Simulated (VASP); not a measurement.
# ZnSe (Stilleite) (F-43m) in VASP: settings compared, part 2 of 2

VASP 6.6.1. Earlier steps stand in the parts before.

## 5. Single point, PBEsol

This run uses another cell than the first one, of 19.88 Å³/atom, 0.874 times its volume.

INCAR reads:

```
  ALGO = Normal
  EDIFF = 1E-7
  ENCUT = 520
  GGA = PS
  ISIF = 2
  ISMEAR = -1
  LASPH = True
  LCHARG = True
  LELF = True
  LREAL = False
  LVHAR = True
  LWAVE = False
  NBANDS = 16
  NELM = 100
  PREC = Accurate
  SIGMA = 0.05
```

KPOINTS reads:

```
k-points
0
Gamma
  8 8 8
```

POSCAR reads:

```
ZnSe
1.0
    0.0000000000      2.7089306426      2.7089306426
    2.7089306426      0.0000000000      2.7089306426
    2.7089306426      2.7089306426      0.0000000000
Se Zn
1 1
Direct
    0.7500000000      0.7500000000      0.7500000000
    0.0000000000      0.0000000000      0.0000000000
```

Potentials or basis: VASP PAW PBE potentials, release 64 (Se, Zn).

Command:

```console
$ cat potpaw_PBE.64/Se/POTCAR potpaw_PBE.64/Zn/POTCAR > POTCAR
$ mpirun -np 1 vasp_std > vasp.out
```

OUTCAR:

```text
EDIFF = 1E-7
   ENCUT = 520
   GGA = PS
   ISIF = 2
   ISMEAR = -1
   LASPH = True
   LREAL = False
   NELM = 100
   PREC = Accurate

 ion  position               nearest neighbor table
   1  0.750  0.750  0.750-   2 2.35   2 2.35   2 2.35   2 2.35
   2  0.000  0.000  0.000-   1 2.35   1 2.35   1 2.35   1 2.35

  LATTYP: Found a face centered cubic cell.
 ALAT       =     5.4178612852

  Lattice vectors:

 A1 = (   0.0000000000,   2.7089306426,   2.7089306426)
 A2 = (   2.7089306426,   0.0000000000,   2.7089306426)
 A3 = (   2.7089306426,   2.7089306426,   0.0000000000)

Analysis of symmetry for initial positions (statically):
=====================================================================
 Subroutine PRICEL returns:
 Original cell was already a primitive cell.

 Routine SETGRP: Setting up the symmetry group for a
 face centered cubic supercell.

 Subroutine GETGRP returns: Found 24 space group operations
 (whereof 24 operations were pure point group operations)
 out of a pool of 48 trial point group operations.

The static configuration has the point symmetry T_d .

Analysis of symmetry for dynamics (positions and initial velocities):
=====================================================================
 Subroutine PRICEL returns:
 Original cell was already a primitive cell.

 Routine SETGRP: Setting up the symmetry group for a
 face centered cubic supercell.

 Subroutine GETGRP returns: Found 24 space group operations
 (whereof 24 operations were pure point group operations)
 out of a pool of 48 trial point group operations.

The dynamic configuration has the point symmetry T_d .

 Subroutine INISYM returns: Found 24 space group operations
 (whereof 24 operations are pure point group operations),
 and found     1 'primitive' translations

----------------------------------------------------------------------------------------

                                     Primitive cell

  volume of cell :      39.7579

  direct lattice vectors                    reciprocal lattice vectors
     0.000000000  2.708930643  2.708930643    -0.184574678  0.184574678  0.184574678
     2.708930643  0.000000000  2.708930643     0.184574678 -0.184574678  0.184574678
     2.708930643  2.708930643  0.000000000     0.184574678  0.184574678 -0.184574678

  length of vectors
     3.831006454  3.831006454  3.831006454     0.319692719  0.319692719  0.319692719

  position of ions in fractional coordinates (direct lattice)
     0.750000000  0.750000000  0.750000000
     0.000000000  0.000000000  0.000000000

  ion indices of the primitive-cell ions
   primitive index   ion index
                 1           1
                 2           2

----------------------------------------------------------------------------------------

 KPOINTS: k-points

Automatic generation of k-mesh.
 Grid dimensions read from file:
 generate k-points for:    8    8    8

 Generating k-lattice:

  Cartesian coordinates                     Fractional coordinates (reciprocal lattice)
    -0.023071835  0.023071835  0.023071835     0.125000000  0.000000000  0.000000000
     0.023071835 -0.023071835  0.023071835     0.000000000  0.125000000  0.000000000
     0.023071835  0.023071835 -0.023071835     0.000000000  0.000000000  0.125000000

  Length of vectors
     0.039961590  0.039961590  0.039961590

  Shift w.r.t. Gamma in fractional coordinates (k-lattice)
     0.000000000  0.000000000  0.000000000

 Subroutine IBZKPT returns following result:
 ===========================================

 Found     29 irreducible k-points:

 Following reciprocal coordinates:
            Coordinates               Weight
  0.000000  0.000000  0.000000      1.000000
  0.125000  0.000000  0.000000      8.000000
  0.250000  0.000000  0.000000      8.000000
  0.375000  0.000000  0.000000      8.000000
  0.500000  0.000000  0.000000      4.000000
  0.125000  0.125000  0.000000      6.000000
[... 16 lines left out ...]
  0.500000  0.250000  0.125000     48.000000
 -0.375000  0.250000  0.125000     24.000000
 [... further k-points ...]
   k-points           NKPTS =     29   k-points in BZ     NKDIM =     29   number of bands    NBANDS=     16
   number of dos      NEDOS =    301   number of ions     NIONS =      2
   total plane-waves  NPLWV =  21952
   dimension x,y,z NGX =    28 NGY =   28 NGZ =   28
   dimension x,y,z NGXF=    56 NGYF=   56 NGZF=   56
   ions per type =               1   1
   NGX,Y,Z   is equivalent  to a cutoff of  12.15, 12.15, 12.15 a.u.
   NGXF,Y,Z  is equivalent  to a cutoff of  24.30, 24.30, 24.30 a.u.
 SYSTEM =  unknown system
   PREC   = accura    normal or accurate (medium, high low for compatibility)
   ISTART =      0    job   : 0-new  1-cont  2-samecut
   ICHARG =      2    charge: 1-file 2-atom 10-const
   ISPIN  =      1    spin polarized calculation?
   LNONCOLLINEAR =      F non collinear calculations
   LSORBIT =      F    spin-orbit coupling
   LASPH  =      T    aspherical Exc in radial PAW
   ENCUT  =  520.0 eV  38.22 Ry    6.18 a.u.   7.12  7.12  7.12*2*pi/ulx,y,z
   NELM   =    100;   NELMIN=  2; NELMDL= -5     # of ELM steps
   EDIFF  = 0.1E-06   stopping-criterion for ELM
   LREAL  =      F    real-space projection
   EDIFFG = 0.1E-05   stopping-criterion for IOM
   NSW    =      0    number of steps for IOM
   IBRION =     -1    ionic relax: 0-MD 1-quasi-New 2-CG
   NFREE  =      0    steps in history (QN), initial steepest desc. (CG)
   ISIF   =      2    stress and relaxation
   ISYM   =      2    0-nonsym 1-usesym 2-fastsym
   POTIM  = 0.5000    time-step for ionic-motion
   TEBEG  =    0.0;   TEEND  =   0.0 temperature during run
   PSTRESS=    0.0 pullay stress
   NELECT =      18.0000    total number of electrons
   NUPDOWN=      -1.0000    fix difference up-down
   EMIN   =  10.00;   EMAX   =-10.00  energy-range for DOS
   EFERMI =   0.00;   METHOD = LEGACY
   ISMEAR =    -1;   SIGMA  =   0.05  broadening in eV -4-tet -1-fermi 0-gaus
   EFERMI_NEDOS =   21; number of points for ismear=-14 and -15
   IALGO  =     38    algorithm
   IMIX   =      4    mixing-type and parameters
     AMIX     =   0.40;   BMIX     =  1.00
     AMIX_MAG =   1.60;   BMIX_MAG =  1.00
  volume/ion in A,a.u.               =      19.88       134.15
  Fermi-wavevector in a.u.,A,eV,Ry     =   1.257065  2.375509 21.500100  1.580213
  Thomas-Fermi vector in A             =   2.390742
   LORBIT       =      0    0 simple, 1 ext, 2 COOP (PROOUT), +10 PAW based schemes
   GGA     = PS    functional components
   LHFCALC =     F    Hartree Fock is set to
   AEXX    =    0.0000 exact exchange contribution
   IVDW    =     0    specifies the selected vdW correction
   LEPSILON=     F    determine dielectric tensor
   LRPA    =     F    only Hartree local field effects (RPA)
 non-spin polarized calculation
  energy-cutoff  :      520.00
  volume of cell :       39.76
 maximum number of plane-waves:      1090
   NGX = 15   NGY = 15   NGZ = 15

 number of electron      17.9999996 magnetization

 Free energy of the ion-electron system (eV)
  ---------------------------------------------------
  ext. energy  EPLUGINS =         0.00000000
  ---------------------------------------------------
  free energy    TOTEN  =        -6.62493122 eV

  energy without entropy =       -6.62493122  energy(sigma->0) =       -6.62493122

 E-fermi :   3.6506     XC(G=0): -10.1547

 val. band max:        2.7473304265   @ k =   0.0000   0.0000   0.0000
 cond. band min:       4.4826604124   @ k =   0.0000   0.0000   0.0000
 fundamental gap:      1.7353299859
 Fermi energy:         3.6505876963

 k-point     1 :       0.0000    0.0000    0.0000
  band No.  band energies     occupation
      1     -11.5122      2.00000
      2      -4.4097      2.00000
      3      -4.4097      2.00000
      4      -4.4097      2.00000
      5      -3.9034      2.00000
      6      -3.9034      2.00000
[... 8 lines left out ...]
     15      14.4536      0.00000
     16      14.4536      0.00000
[... 419 lines left out ...]
 k-point    24 :      -0.3750    0.2500    0.1250
  band No.  band energies     occupation
      1     -10.2809      2.00000
      2      -4.2914      2.00000
      3      -4.2267      2.00000
      4      -3.9711      2.00000
      5      -3.8973      2.00000
      6      -3.6277      2.00000
[... 8 lines left out ...]
     15      15.8246      0.00000
     16      16.8709      0.00000

 [... further k-points ...]

------------------------ aborting loop because EDIFF is reached ----------------------------------------

  FORCE on cell =-STRESS in cart. coord.  units (eV):
  Direction    XX          YY          ZZ          XY          YZ          ZX
  --------------------------------------------------------------------------------------
  -------------------------------------------------------------------------------------
  Total        2.5781313      2.5781313      2.5781313      0.0000000      0.0000000     -0.0000000
  in kB      103.8943579    103.8943579    103.8943579      0.0000000      0.0000000     -0.0000000
  external PRESSURE =     103.8943579 kB  Pullay stress =       0.0000000 kB

 VOLUME and BASIS-vectors are now :
 -----------------------------------------------------------------------------
  energy-cutoff  :      520.00
  volume of cell :       39.76
      direct lattice vectors                 reciprocal lattice vectors
     0.000000000  2.708930643  2.708930643    -0.184574678  0.184574678  0.184574678
     2.708930643  0.000000000  2.708930643     0.184574678 -0.184574678  0.184574678
     2.708930643  2.708930643  0.000000000     0.184574678  0.184574678 -0.184574678

 POSITION                                       TOTAL-FORCE (eV/Angst)
 -----------------------------------------------------------------------------------
      4.06340      4.06340      4.06340        -0.000000     -0.000000      0.000000
      0.00000      0.00000      0.00000         0.000000      0.000000     -0.000000
 -----------------------------------------------------------------------------------
    total drift:                               -0.000001     -0.000001     -0.000002

  FREE ENERGIE OF THE ION-ELECTRON SYSTEM (eV)
  ---------------------------------------------------
  free  energy   TOTEN  =        -6.6249312162 eV

  energy  without entropy=       -6.6249312158  energy(sigma->0) =       -6.62493122
```

Run time: 36 s. Hardware: 1 thread of AMD EPYC 7R13, shared host; peak memory 0.14 GiB.

Results:

| Property | Result |
| --- | --- |
| Free energy | -6.6249 eV |
| Pressure | 10.4 GPa |
| Band gap on the k mesh | 1.74 eV, direct |

Levels at points of the mesh, in eV from the valence-band top:
| k point | band 7 | band 8 | band 9 | band 10 | band 11 | band 12 |
| --- | --- | --- | --- | --- | --- | --- |
| (0.00, 0.00, 0.00) | 0.00 | 0.00 | 0.00 | 1.74 | 5.65 | 5.65 |
| (0.50, 0.00, 0.00) | -6.22 | -1.09 | -1.09 | 2.67 | 6.24 | 6.24 |
| (0.50, 0.50, 0.00) | -5.40 | -2.74 | -2.74 | 2.49 | 3.29 | 11.69 |

Caveat: the PAW data sets were made with another functional, which shifts forces and pressure a little.

## 6. Single point, PBEsol

This run uses another cell than the first one, of 20.92 Å³/atom, 0.919 times its volume.

INCAR reads:

```
  PREC = Accurate
  ENCUT = 520
  EDIFF = 1E-6
  ISMEAR = -1
  SIGMA = 0.05
  LREAL = F
  LASPH = T
  NELM = 80
  ALGO = Normal
  ISIF = 2
  LWAVE = F
  LCHARG = F
  GGA = PS
  NBANDS = 16
```

KPOINTS reads:

```
regular mesh
0
Gamma
  8 8 8
```

POSCAR reads:

```
ZnSe
1.0
    0.0000000000      2.7554902880      2.7554902880
    2.7554902880      0.0000000000      2.7554902880
    2.7554902880      2.7554902880      0.0000000000
Se Zn
1 1
Direct
    0.7500000000      0.7500000000      0.7500000000
    0.0000000000      0.0000000000      0.0000000000
```

Potentials or basis: VASP PAW PBE potentials, release 64 (Se, Zn).

Command:

```console
$ cat potpaw_PBE.64/Se/POTCAR potpaw_PBE.64/Zn/POTCAR > POTCAR
$ mpirun -np 1 vasp_std > vasp.out
```

Wall time 36 s (1 thread of AMD EPYC 7R13, shared host); peak memory 0.15 GiB.

It converged, with:

```yaml
Free_energy: -6.7258 eV
Pressure: 5.3 GPa
Band_gap_on_the_k_mesh: 1.51 eV, direct
```

Levels at points of the mesh, in eV from the valence-band top:
```tsv
k point	band 5	band 6	band 7	band 8	band 9	band 10	band 11	band 12	band 13	band 14
(0.00, 0.00, 0.00)	-6.45	-6.45	0.00	0.00	0.00	1.52	5.69	5.69	5.69	10.06
(0.50, 0.00, 0.00)	-6.43	-6.26	-5.85	-1.01	-1.01	2.59	6.27	6.27	8.59	11.26
(0.50, 0.50, 0.00)	-6.39	-6.24	-5.16	-2.53	-2.53	2.63	3.33	11.26	11.76	11.76
```

Caveat: the PAW data sets were made with another functional, which shifts forces and pressure a little.

## 7. Summary

| level | cell | k mesh | grid for exact exchange (PRECFOCK) | share of exact exchange | screening parameter | gap on the mesh (eV) | pressure (GPa) |
| --- | --- | --- | --- | --- | --- | --- | --- |
| PBE-based screened hybrid | a = 4.008 Å, angles 60.0°, 2 atoms | 4 × 4 × 4 | Normal | 0.25 | 0.3 1/Å | 2.23 | 1.6 |
| PBE-based screened hybrid | a = 4.008 Å, angles 60.0°, 2 atoms | 4 × 4 × 4 | Normal | 0.25 | 0.4 1/Å | 2.07 | 1.8 |
| PBE-based screened hybrid | a = 4.008 Å, angles 60.0°, 2 atoms | 4 × 4 × 4 | Normal | 0.25 | 0.6 1/Å | 1.84 | 2.2 |
| PBEsol | a = 3.831 Å, angles 60.0°, 2 atoms | 8 × 8 × 8 | - | - | - | 1.74 | 10.4 |
| PBEsol | a = 3.897 Å, angles 60.0°, 2 atoms | 8 × 8 × 8 | - | - | - | 1.51 | 5.3 |

Alike in all rows: task single point; potentials or basis VASP PAW PBE potentials, release 64 (Se, Zn); no spin polarisation; cutoff (eV) 520; smearing fermi-dirac 0.05 eV.

Caveats: some runs use coarse meshes; the PAW data sets were made with another functional, which shifts forces and pressure a little.

Absolute energies hang on the potentials; compare differences alone.
